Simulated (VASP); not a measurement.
# ScPbBr5 (P4/mmm) in VASP: a series of runs

Aim: see how the results for ScPbBr5 move with the level of theory and the settings. Levels: PBEsol, r2SCAN+rVV10. Tasks: single point, relaxation of cell and atoms.

All numbers are computed with VASP 6.6.1; they aren't measurements. Logs are shortened: lines on timing, memory, paths and dates and some standing lists are left out, and cuts for length are marked.

## Step 1: The cell of the first run

It takes space group P4/mmm (No. 123, tetragonal). The conventional cell has a = 4.978 Å, b = 4.978 Å, c = 7.529 Å, α = 90.00°, β = 90.00°, γ = 90.00°. Within 4.1 Å of Sc (site symmetry 4/mmm) lie 12 Br at 3.14 to 3.52 Å. Within 4.1 Å of Pb (site symmetry 4/mmm) lie 10 Br at 3.10 to 3.76 Å. Br (site symmetry 2mm) has 2 Pb at 3.10 Å and 2 Sc at 3.14 Å and 8 Br at 3.14 to 3.83 Å within 4.1 Å. Br (site symmetry 4/mmm) has 8 Br at 3.14 Å and 4 Sc at 3.52 Å and 2 Pb at 3.76 Å within 4.1 Å.

## Step 2: Single point, PBEsol

INCAR

```
ALGO = Normal ; EDIFF = 1E-6
ENCUT = 520 ; GGA = PS
ISIF = 2 ; ISMEAR = -1
LASPH = T ; LCHARG = T
LELF = T ; LREAL = F
LVHAR = T ; LWAVE = F
NBANDS = 39 ; NELM = 80
PREC = Accurate ; SIGMA = 0.03
```

KPOINTS

```
k-points
0
Gamma
  4 4 2
```

POSCAR

```
ScPbBr5
1.0
    4.9779365513      0.0000000000      0.0000000000
    0.0000000000      4.9779365513      0.0000000000
    0.0000000000      0.0000000000      7.5289127581
Sc Pb Br
1 1 5
Direct
    0.5000000000      0.5000000000      0.0000000000
    0.0000000000      0.0000000000      0.5000000000
    0.0000000000      0.5000000000      0.2546651202
    0.0000000000      0.5000000000      0.7453348798
    0.5000000000      0.0000000000      0.2546651202
    0.5000000000      0.0000000000      0.7453348798
    0.0000000000      0.0000000000      0.0000000000
```

Potentials or basis: VASP PAW PBE potentials, release 64 (Sc_sv, Pb_d, Br).

Started as:

```console
$ cat potpaw_PBE.64/Sc_sv/POTCAR potpaw_PBE.64/Pb_d/POTCAR potpaw_PBE.64/Br/POTCAR > POTCAR
$ mpirun -np 1 vasp_std > vasp.out
```

OUTCAR:

```text
EDIFF = 1E-6
   ENCUT = 520
   GGA = PS
   ISIF = 2
   ISMEAR = -1
   LASPH = T
   LREAL = F
   NELM = 80
   PREC = Accurate

 ion  position               nearest neighbor table
   1  0.500  0.500  0.000-
   2  0.000  0.000  0.500-   3 3.10   4 3.10   5 3.10   6 3.10   3 3.10   4 3.10   5 3.10   6 3.10

   3  0.000  0.500  0.255-   2 3.10   2 3.10
   4  0.000  0.500  0.745-   2 3.10   2 3.10
   5  0.500  0.000  0.255-   2 3.10   2 3.10
   6  0.500  0.000  0.745-   2 3.10   2 3.10
   7  0.000  0.000  0.000-

  LATTYP: Found a simple tetragonal cell.
 ALAT       =     4.9779365513
 C/A-ratio  =     1.5124565531

  Lattice vectors:

 A1 = (   4.9779365513,   0.0000000000,   0.0000000000)
 A2 = (   0.0000000000,   4.9779365513,   0.0000000000)
 A3 = (   0.0000000000,   0.0000000000,   7.5289127581)

Analysis of symmetry for initial positions (statically):
=====================================================================
 Subroutine PRICEL returns:
 Original cell was already a primitive cell.

 Routine SETGRP: Setting up the symmetry group for a
 simple tetragonal supercell.

 Subroutine GETGRP returns: Found 16 space group operations
 (whereof 16 operations were pure point group operations)
 out of a pool of 16 trial point group operations.

The static configuration has the point symmetry D_4h.

Analysis of symmetry for dynamics (positions and initial velocities):
=====================================================================
 Subroutine PRICEL returns:
 Original cell was already a primitive cell.

 Routine SETGRP: Setting up the symmetry group for a
 simple tetragonal supercell.

 Subroutine GETGRP returns: Found 16 space group operations
 (whereof 16 operations were pure point group operations)
 out of a pool of 16 trial point group operations.

The dynamic configuration has the point symmetry D_4h.

 Subroutine INISYM returns: Found 16 space group operations
 (whereof 16 operations are pure point group operations),
 and found     1 'primitive' translations

----------------------------------------------------------------------------------------
[... 87 lines left out ...]
   LASPH  =      T    aspherical Exc in radial PAW
   ENCUT  =  520.0 eV  38.22 Ry    6.18 a.u.   9.26  9.26 14.00*2*pi/ulx,y,z
   NELM   =     80;   NELMIN=  2; NELMDL= -5     # of ELM steps
   EDIFF  = 0.1E-05   stopping-criterion for ELM
   LREAL  =      F    real-space projection
   EDIFFG = 0.1E-04   stopping-criterion for IOM
   NSW    =      0    number of steps for IOM
   IBRION =     -1    ionic relax: 0-MD 1-quasi-New 2-CG
   NFREE  =      0    steps in history (QN), initial steepest desc. (CG)
   ISIF   =      2    stress and relaxation
   ISYM   =      2    0-nonsym 1-usesym 2-fastsym
   POTIM  = 0.5000    time-step for ionic-motion
   TEBEG  =    0.0;   TEEND  =   0.0 temperature during run
   PSTRESS=    0.0 pullay stress
   NELECT =      60.0000    total number of electrons
   NUPDOWN=      -1.0000    fix difference up-down
   EMIN   =  10.00;   EMAX   =-10.00  energy-range for DOS
   EFERMI =   0.00;   METHOD = LEGACY
   ISMEAR =    -1;   SIGMA  =   0.03  broadening in eV -4-tet -1-fermi 0-gaus
   EFERMI_NEDOS =   21; number of points for ismear=-14 and -15
   IALGO  =     38    algorithm
   IMIX   =      4    mixing-type and parameters
     AMIX     =   0.40;   BMIX     =  1.00
     AMIX_MAG =   1.60;   BMIX_MAG =  1.00
  volume/ion in A,a.u.               =      26.65       179.86
  Fermi-wavevector in a.u.,A,eV,Ry     =   1.121626  2.119567 17.116755  1.258046
  Thomas-Fermi vector in A             =   2.258281
   LORBIT       =      0    0 simple, 1 ext, 2 COOP (PROOUT), +10 PAW based schemes
   GGA     = PS    functional components
   LHFCALC =     F    Hartree Fock is set to
   AEXX    =    0.0000 exact exchange contribution
   IVDW    =     0    specifies the selected vdW correction
   LEPSILON=     F    determine dielectric tensor
   LRPA    =     F    only Hartree local field effects (RPA)
 non-spin polarized calculation
  energy-cutoff  :      520.00
  volume of cell :      186.57
 maximum number of plane-waves:      5060
 NGX is ok and might be reduce to    40
   NGX = 19   NGY = 19   NGZ = 27

 number of electron      60.0000001 magnetization

 Free energy of the ion-electron system (eV)
  ---------------------------------------------------
  ext. energy  EPLUGINS =         0.00000000
  ---------------------------------------------------
  free energy    TOTEN  =       -25.50616751 eV

  energy without entropy =      -25.50114728  energy(sigma->0) =      -25.50365739

 E-fermi :   3.8007     XC(G=0):  -9.4654

 val. band max:        3.4316798450   @ k =   0.5000   0.2500   0.5000
 cond. band min:       3.8318349959   @ k =   0.0000   0.0000   0.5000
 fundamental gap:      0.4001551509
 Fermi energy:         3.8007420249

 k-point     1 :       0.0000    0.0000    0.0000
  band No.  band energies     occupation
      1     -48.0403      2.00000
      2     -26.6807      2.00000
      3     -26.6299      2.00000
      4     -26.6299      2.00000
      5     -13.1747      2.00000
      6     -13.0909      2.00000
[... 493 lines left out ...]
     38       6.9527      0.00000
     39       7.8600      0.00000

------------------------ aborting loop because EDIFF is reached ----------------------------------------

  FORCE on cell =-STRESS in cart. coord.  units (eV):
  Direction    XX          YY          ZZ          XY          YZ          ZX
  --------------------------------------------------------------------------------------
  -------------------------------------------------------------------------------------
  Total        0.0357460      0.0357460      0.0214307      0.0000000      0.0000000      0.0000000
  in kB        0.3069783      0.3069783      0.1840415      0.0000000      0.0000000      0.0000000
  external PRESSURE =       0.2659993 kB  Pullay stress =       0.0000000 kB

 VOLUME and BASIS-vectors are now :
 -----------------------------------------------------------------------------
  energy-cutoff  :      520.00
  volume of cell :      186.57
      direct lattice vectors                 reciprocal lattice vectors
     4.977936551  0.000000000  0.000000000     0.200886450  0.000000000  0.000000000
     0.000000000  4.977936551  0.000000000     0.000000000  0.200886450  0.000000000
     0.000000000  0.000000000  7.528912758     0.000000000  0.000000000  0.132821303

 POSITION                                       TOTAL-FORCE (eV/Angst)
 -----------------------------------------------------------------------------------
      2.48897      2.48897      0.00000        -0.000000     -0.000000     -0.000000
      0.00000      0.00000      3.76446        -0.000000     -0.000000     -0.000000
      0.00000      2.48897      1.91735         0.000000     -0.000000      0.005339
      0.00000      2.48897      5.61156        -0.000000      0.000000     -0.005339
      2.48897      0.00000      1.91735        -0.000000      0.000000      0.005339
      2.48897      0.00000      5.61156         0.000000     -0.000000     -0.005339
      0.00000      0.00000      0.00000        -0.000000     -0.000000     -0.000000
 -----------------------------------------------------------------------------------
    total drift:                                0.000000      0.000000     -0.000000

  FREE ENERGIE OF THE ION-ELECTRON SYSTEM (eV)
  ---------------------------------------------------
  free  energy   TOTEN  =       -25.5061675095 eV

  energy  without entropy=      -25.5011472766  energy(sigma->0) =      -25.50365739
```

It took 3.4 min on 1 thread of AMD EPYC 7R13, shared host; peak memory 0.33 GiB.

Results:

```
Free energy            : -25.5062 eV
Pressure               : 0.0 GPa
Largest force          : 0.005 eV/Å
Band gap on the k mesh : zero (bands 30 and 31 overlap by 0.03 eV)
```

Forces on the atoms (eV/Å):
```
Sc   0.000  0.000  0.000
Pb   0.000  0.000  0.000
Br   0.000  0.000  0.005
Br   0.000  0.000 -0.005
Br   0.000  0.000  0.005
Br   0.000  0.000 -0.005
Br   0.000  0.000  0.000
```

Levels at points of the mesh, in eV from the Fermi level:
```
           k point  band 26  band 27  band 28  band 29  band 30  band 31  band 32  band 33  band 34  band 35
(0.00, 0.00, 0.00)    -2.04    -2.02    -1.99    -1.72    -1.72     0.04     0.05     0.78     0.96     0.96
(0.50, 0.00, 0.00)    -2.37    -1.90    -1.85    -1.58    -0.57     0.28     0.65     0.81     0.81     0.96
(0.50, 0.50, 0.00)    -1.65    -1.65    -1.55    -1.54    -0.76     0.15     0.45     0.66     0.66     0.83
(0.00, 0.00, 0.50)    -2.43    -2.43    -0.94    -0.94    -0.91     0.03     0.05     0.75     0.75     1.01
(0.50, 0.00, 0.50)    -3.10    -1.96    -1.07    -0.90    -0.51     0.50     0.65     0.82     0.87     0.87
(0.50, 0.50, 0.50)    -1.65    -1.59    -0.74    -0.74     0.06     0.17     0.20     0.40     0.40     0.87
```

Caveat: the k points lie up to 0.42 Å⁻¹ apart; the PAW data sets were made with another functional, which shifts forces and pressure a little; spin-orbit coupling is left out, which moves the levels of the heavy elements.

## Step 3: Relaxation of cell and atoms, PBEsol

This run uses another cell than the first one, of 33.71 Å³/atom.

INCAR

```
SYSTEM = ScPbBr5
  PREC = Accurate
  ENCUT = 600
  EDIFF = 1E-7
  ISMEAR = -1
  SIGMA = 0.03
  LREAL = .FALSE.
  LASPH = .TRUE.
  NELM = 60
  ALGO = Normal
  ISIF = 3
  LWAVE = .FALSE.
  LCHARG = .FALSE.
  GGA = PS
  IBRION = 2
  NSW = 100
  EDIFFG = -0.01
```

KPOINTS

```
regular mesh
0
G
  4 4 2
  0 0 0
```

POSCAR

```
ScPbBr5
1.0
    5.1082970000      0.0000000000      0.0000000000
    0.0000000000      5.1082970000      0.0000000000
    0.0000000000      0.0000000000      9.0438420300
Sc Pb Br
1 1 5
Direct
    0.5000000000      0.5000000000      0.0000000000
    0.0000000000      0.0000000000      0.5000000000
    0.0000000000      0.5000000000      0.2963546500
    0.0000000000      0.5000000000      0.7036453500
    0.5000000000      0.0000000000      0.2963546500
    0.5000000000      0.0000000000      0.7036453500
    0.0000000000      0.0000000000      0.0000000000
```

Potentials or basis: VASP PAW PBE potentials, release 64 (Sc_sv, Pb_d, Br).

Started as:

```console
$ cat potpaw_PBE.64/Sc_sv/POTCAR potpaw_PBE.64/Pb_d/POTCAR potpaw_PBE.64/Br/POTCAR > POTCAR
$ mpirun -np 1 vasp_std > vasp.out
```

Wall time 47 min (1 thread of AMD EPYC 7R13, shared host); peak memory 0.47 GiB.

It converged, with:

| Item | Value |
| --- | --- |
| Free energy | -25.5103 eV |
| Relaxed volume | 26.65 Å³/atom |
| Relaxed cell | a = 4.978 Å, b = 4.978 Å, c = 7.528 Å, α = 90.00°, β = 90.00°, γ = 90.00° |
| Space group after relaxing (to 0.1 Å) | P4/mmm (No. 123) |
| Energy gained by relaxing | 276.2 meV/atom |
| Ionic steps | 11 |
| Pressure after relaxing | 0.1 GPa |
| Largest force after relaxing | 0.007 eV/Å |
| Band gap on the k mesh | zero (bands 30 and 31 overlap by 0.03 eV) |

Forces on the atoms (eV/Å):
```
Sc   0.000  0.000  0.000
Pb   0.000  0.000  0.000
Br   0.000  0.000 -0.007
Br   0.000  0.000  0.007
Br   0.000  0.000 -0.007
Br   0.000  0.000  0.007
Br   0.000  0.000  0.000
```

Step by step:
| step | energy change (eV) | largest force (eV/Å) | pressure (GPa) | volume (Å³) |
| --- | --- | --- | --- | --- |
| 1 | 0.0000 | 0.6746 | -5.23 | 236.00 |
| 2 | -0.9804 | 1.0931 | -1.32 | 200.32 |
| 3 | -1.0673 | 1.2452 | 0.99 | 189.40 |
| 4 | -1.4336 | 0.9842 | 1.15 | 185.98 |
| 5 | -1.8116 | 0.0127 | 3.51 | 175.13 |
| 6 | -1.8326 | 0.2395 | 2.84 | 177.21 |
| 7 | -1.8814 | 0.0232 | -1.88 | 195.10 |
| 8 | -1.9289 | 0.1002 | -0.15 | 187.34 |
| 9 | -1.9289 | 0.1023 | -0.10 | 187.13 |
| 10 | -1.9317 | 0.0632 | -0.04 | 186.89 |
| 11 | -1.9333 | 0.0069 | 0.05 | 186.54 |

Final structure:
```
CELL_PARAMETERS angstrom
4.97776 0.00000 0.00000
0.00000 4.97776 0.00000
0.00000 0.00000 7.52847
ATOMIC_POSITIONS crystal
Sc 0.50000 0.50000 0.00000
Pb 0.00000 0.00000 0.50000
Br 0.00000 0.50000 0.25501
Br 0.00000 0.50000 0.74499
Br 0.50000 0.00000 0.25501
Br 0.50000 0.00000 0.74499
Br 0.00000 0.00000 0.00000
```

Levels at points of the mesh, in eV from the Fermi level:
| k point | band 27 | band 28 | band 29 | band 30 | band 31 | band 32 | band 33 | band 34 |
| --- | --- | --- | --- | --- | --- | --- | --- | --- |
| (0.00, 0.00, 0.00) | -2.01 | -1.99 | -1.72 | -1.72 | 0.03 | 0.05 | 0.77 | 0.96 |
| (0.50, 0.00, 0.00) | -1.89 | -1.85 | -1.58 | -0.57 | 0.28 | 0.65 | 0.81 | 0.81 |
| (0.50, 0.50, 0.00) | -1.65 | -1.55 | -1.54 | -0.77 | 0.16 | 0.45 | 0.66 | 0.66 |
| (0.00, 0.00, 0.50) | -2.43 | -0.94 | -0.94 | -0.91 | 0.03 | 0.05 | 0.75 | 0.75 |
| (0.50, 0.00, 0.50) | -1.95 | -1.07 | -0.90 | -0.50 | 0.50 | 0.65 | 0.82 | 0.87 |
| (0.50, 0.50, 0.50) | -1.59 | -0.74 | -0.74 | 0.06 | 0.17 | 0.20 | 0.40 | 0.40 |

Caveat: the volume moved by over 15 % at a fixed basis, so the end points are rough; the PAW data sets were made with another functional, which shifts forces and pressure a little; spin-orbit coupling is left out, which moves the levels of the heavy elements.

## Step 4: Single point, r2SCAN+rVV10

This run uses another cell than the first one, of 27.37 Å³/atom.

POSCAR

```
ScPbBr5
1.0
    5.0275935408      0.0000000000      0.0000000000
    0.0000000000      5.0275935408      0.0000000000
    0.0000000000      0.0000000000      7.5789210294
Sc Pb Br
1 1 5
Direct
    0.5000000000      0.5000000000      0.0000000000
    0.0000000000      0.0000000000      0.5000000000
    0.0000000000      0.5000000000      0.2571255277
    0.0000000000      0.5000000000      0.7428744723
    0.5000000000      0.0000000000      0.2571255277
    0.5000000000      0.0000000000      0.7428744723
    0.0000000000      0.0000000000      0.0000000000
```

INCAR.step1

```
PREC = Accurate ; ENCUT = 520
ISMEAR = -1 ; SIGMA = 0.03
LREAL = F ; LASPH = T
NELM = 80 ; NBANDS = 39
GGA = PE ; ALGO = Normal
EDIFF = 1E-4 ; LWAVE = T
LCHARG = F
```

INCAR.step2

```
PREC = Accurate ; ENCUT = 520
EDIFF = 1E-6 ; ISMEAR = -1
SIGMA = 0.03 ; LREAL = F
LASPH = T ; NELM = 80
ALGO = Normal ; ISIF = 2
LWAVE = F ; LCHARG = F
METAGGA = R2SCAN ; LMIXTAU = T
LUSE_VDW = T ; IVDW_NL = 2
BPARAM = 11.95 ; CPARAM = 0.0093
NBANDS = 39 ; ISTART = 1
```

KPOINTS

```
regular mesh
0
Gamma
  6 6 4
```

Started as:

```console
$ cat potpaw_PBE.64/Sc_sv/POTCAR potpaw_PBE.64/Pb_d/POTCAR potpaw_PBE.64/Br/POTCAR > POTCAR
$ cp INCAR.step1 INCAR
$ mpirun -np 1 vasp_std > vasp.out
$ cp INCAR.step2 INCAR
$ mpirun -np 1 vasp_std > vasp.out
```

It took 22 min on 1 thread of AMD EPYC 7R13, shared host; peak memory 0.78 GiB.

The run converged. Its results:

```yaml
Free_energy: -138.9756 eV
Pressure: 0.1 GPa
Band_gap_on_the_k_mesh: 0.05 eV (least direct gap 0.19 eV)
```

Levels at points of the mesh, in eV from the valence-band top:
```tsv
k point	band 27	band 28	band 29	band 30	band 31	band 32	band 33	band 34
(0.00, 0.00, 0.00)	-2.11	-1.89	-1.71	-1.71	0.05	0.07	0.69	0.85
(0.50, 0.00, 0.00)	-1.93	-1.82	-1.56	-0.61	0.27	0.59	0.72	0.73
(0.50, 0.50, 0.00)	-1.67	-1.61	-1.61	-0.75	0.18	0.40	0.59	0.59
(0.00, 0.00, 0.50)	-2.55	-1.01	-1.01	-0.95	0.05	0.07	0.69	0.69
(0.50, 0.00, 0.50)	-2.03	-1.14	-0.95	-0.56	0.45	0.57	0.74	0.77
(0.50, 0.50, 0.50)	-1.73	-0.79	-0.79	0.00	0.19	0.21	0.37	0.37
```

Caveat: the smearing spreads over this small gap; the PAW data sets were made with another functional, which shifts forces and pressure a little; spin-orbit coupling is left out, which moves the levels of the heavy elements. A k mesh can miss the band edges.

## Step 5: The runs side by side

| task | level | cell | k mesh | cutoff (eV) | gap on the mesh (eV) | pressure (GPa) | largest force (eV/Å) |
| --- | --- | --- | --- | --- | --- | --- | --- |
| single point | PBEsol | a = 4.978, b = 4.978, c = 7.529 Å, 7 atoms, atomic positions A | 4 × 4 × 2 | 520 | none | 0.0 | 0.01 |
| relaxation of cell and atoms | PBEsol | relaxed from a = 5.108, b = 5.108, c = 9.044 Å, 7 atoms, atomic positions B | 4 × 4 × 2 | 600 | none | 0.1 | 0.01 |
| single point | r2SCAN+rVV10 | a = 5.028, b = 5.028, c = 7.579 Å, 7 atoms, atomic positions C | 6 × 6 × 4 | 520 | 0.05 | 0.1 | - |

Alike in all rows: potentials or basis VASP PAW PBE potentials, release 64 (Sc_sv, Pb_d, Br); no spin polarisation; smearing fermi-dirac 0.03 eV.

Caveats: some runs use coarse meshes; the PAW data sets were made with another functional, which shifts forces and pressure a little; spin-orbit coupling is left out, which moves the levels of the heavy elements; the volume moved by over 15 % at a fixed basis, so the end points are rough (at least some runs); the smearing spreads over this small gap (at least some runs).

Total energies depend on the potentials used, so only differences within one code and one set of settings carry meaning.

The gap in the log of VASP goes by the Fermi energy; the results here count the filled bands.